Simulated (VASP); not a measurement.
MgO, 2 atoms in the cell. Symmetry: Fm-3m, No. 225, cubic system. The conventional cell has a = 4.254 Å, b = 4.254 Å, c = 4.254 Å, α = 90.00°, β = 90.00°, γ = 90.00°. Within 2.8 Å of Mg (site symmetry m-3m) lie 6 O at 2.13 Å. O (site symmetry m-3m) has 6 Mg at 2.13 Å within 2.8 Å. 

- Program: VASP 6.6.1
- Task: single point
- Functional: HSE06
- Potentials or basis: VASP PAW PBE potentials, release 64 (Mg, O)
- Cutoff: 520 eV
- k mesh: 8 × 8 × 8
- Occupations: gaussian, width 0.02 eV
- Spin: no spin polarisation
- Dipole correction: no
- Grid for exact exchange (PRECFOCK): Normal
- Further INCAR settings: ALGO = Normal; EDIFF = 1e-06; NBANDS = 11
- Share of exact exchange: 0.25
- Screening parameter: 0.2079 1/Å

Potentials or basis: VASP PAW PBE potentials, release 64 (Mg, O).

Command:

```console
$ cat potpaw_PBE.64/Mg/POTCAR potpaw_PBE.64/O/POTCAR > POTCAR
$ cp INCAR.step1 INCAR
$ mpirun -np 1 vasp_std > vasp.out
$ cp INCAR.step2 INCAR
$ mpirun -np 1 vasp_std > vasp.out
```

Hardware: 1 thread of Intel(R) Xeon(R) Platinum 8259CL CPU @ 2.50GHz (Skylake/Cascade Lake), on a shared host.

Question: How long does it take, and how much memory?

Answer: It took 42 min on 1 thread of Intel(R) Xeon(R) Platinum 8259CL CPU @ 2.50GHz (Skylake/Cascade Lake), on a shared host, peak memory 0.26 GiB. Counts: k points 29.
